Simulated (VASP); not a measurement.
**Ti: single point with PBE**

The system is Ti.

```
CELL_PARAMETERS angstrom
0.00000 2.05010 2.05010
2.05010 0.00000 2.05010
2.05010 2.05010 0.00000
ATOMIC_POSITIONS crystal
Ti 0.00000 0.00000 0.00000
```

This cell differs from its parent crystal: volume scaled by 1.03.

```
Program                : VASP 6.6.1
Task                   : single point
Functional             : PBE
Potentials or basis    : VASP PAW PBE potentials, release 64 (Ti_sv)
Cutoff                 : 520 eV
k mesh                 : 15 × 15 × 15
Occupations            : fermi-dirac, width 0.05 eV
Spin                   : no spin polarisation
Dipole correction      : no
Further INCAR settings : ALGO = Normal; EDIFF = 1e-06; NBANDS = 12
```

| Item | Value |
| --- | --- |
| Pressure | 0.7 GPa |
| Band gap on the k mesh | zero (band 6 reaches 9.18 eV, above the bottom of band 7 at 8.03 eV) |

Levels at points of the mesh, in eV from the Fermi level:
```csv
k point,band 3,band 4,band 5,band 6,band 7,band 8,band 9,band 10
"(0.00, 0.00, 0.00)",-32.55,-32.55,-6.12,0.88,0.88,0.88,2.52,2.52
```

Run time: 11 s on 1 thread of Intel Xeon 6975P-C, on a shared host, peak memory 0.15 GiB.
